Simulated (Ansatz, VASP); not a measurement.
One calculation of RbBr, two programs

File INCAR:

```
PREC = Accurate
ENCUT = 520
EDIFF = 1E-6
ISMEAR = -1
SIGMA = 0.03
LREAL = False
LASPH = True
NELM = 80
ALGO = Normal
ISIF = 2
LWAVE = False
LCHARG = True
GGA = PE
LELF = True
LVHAR = True
NBANDS = 15
```

Contents of KPOINTS:

```
Automatic mesh
0
Gamma
  7 7 7
```

Contents of POSCAR:

```
RbBr
1.0
    0.0000000000      3.4501993370      3.4501993370
    3.4501993370      0.0000000000      3.4501993370
    3.4501993370      3.4501993370      0.0000000000
Rb Br
1 1
Direct
    0.0000000000      0.0000000000      0.0000000000
    0.5000000000      0.5000000000      0.5000000000
```

Input for Ansatz:

```yaml
crystal:
  lattice:
    - [0.0, 3.450199337, 3.450199337]
    - [3.450199337, 0.0, 3.450199337]
    - [3.450199337, 3.450199337, 0.0]
  atoms:
    - { symbol: Rb, position: [0.0, 0.0, 0.0] }
    - { symbol: Br, position: [0.5, 0.5, 0.5] }
kpoints:
  mp_grid: { grid: [7, 7, 7] }
scf:
  occupations: { method: fermi_dirac, width: 0.03 }
hamiltonian:
  xc: pbe
  pseudopotentials: { kind: all_electron, lapw: { basis_error: 0.001 } }
output:
  forces: true
  stress: true
  eigenvalues: true
```

Change from the starting cell: volume scaled by 1.02.

Alike in both runs: task single point; functional PBE; k mesh 7 × 7 × 7; occupations fermi-dirac, width 0.03 eV; no spin polarisation.

|  | VASP | Ansatz |
| --- | --- | --- |
| version | VASP 6.6.1 | Ansatz 0.2.0 |
| potentials or method | VASP PAW PBE potentials, release 64 (Rb_sv, Br), cutoff 520 eV | all-electron LAPW, scalar-relativistic |

```tsv
	VASP	Ansatz	Ansatz less VASP
gap on the k mesh at the Fermi level (eV)	4.31	4.31	+0.003
pressure (GPa)	0.7	0.7	-0.02
```

Ansatz ran all-electron here, and VASP with PAW potentials.
